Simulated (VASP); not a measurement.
Input of a VASP 6.6.1 run:

INCAR

```
SYSTEM = Ti3Sb4
  PREC = Accurate
  ENCUT = 520
  EDIFF = 1E-6
  ISMEAR = 0
  SIGMA = 0.1
  LREAL = .False.
  LASPH = .True.
  NELM = 100
  ALGO = Normal
  ISIF = 2
  LWAVE = .False.
  LCHARG = .True.
  GGA = PE
  LELF = .True.
  LVHAR = .True.
  NBANDS = 37
```

The input KPOINTS:

```
regular mesh
0
Gamma
  4 4 4
  0 0 0
```

Contents of POSCAR:

```
Ti3Sb4
1.0
   -3.3964112126      3.3964112126      3.3964112126
    3.3964112126     -3.3964112126      3.3964112126
    3.3964112126      3.3964112126     -3.3964112126
Ti Sb
3 4
Direct
    0.0000000000      0.5000000000      0.5000000000
    0.5000000000      0.0000000000      0.5000000000
    0.5000000000      0.5000000000      0.0000000000
    0.5000000000      0.5000000000      0.5000000000
    0.0000000000      0.0000000000      0.5000000000
    0.0000000000      0.5000000000      0.0000000000
    0.5000000000      0.0000000000      0.0000000000
```

Potentials or basis: VASP PAW PBE potentials, release 64 (Ti_sv, Sb).

Command:

```console
$ cat potpaw_PBE.64/Ti_sv/POTCAR potpaw_PBE.64/Sb/POTCAR > POTCAR
$ mpirun -np 1 vasp_std > vasp.out
```

**Question.** Estimate the band gap on the k mesh.

**Answer.** Zero (band 28 reaches 9.23 eV, above the bottom of band 29 at 8.81 eV).

**Question.** Predict the pressure.

**Answer.** 0.0 GPa.

Caveat: spin-orbit coupling is left out, which moves the levels of the heavy elements.
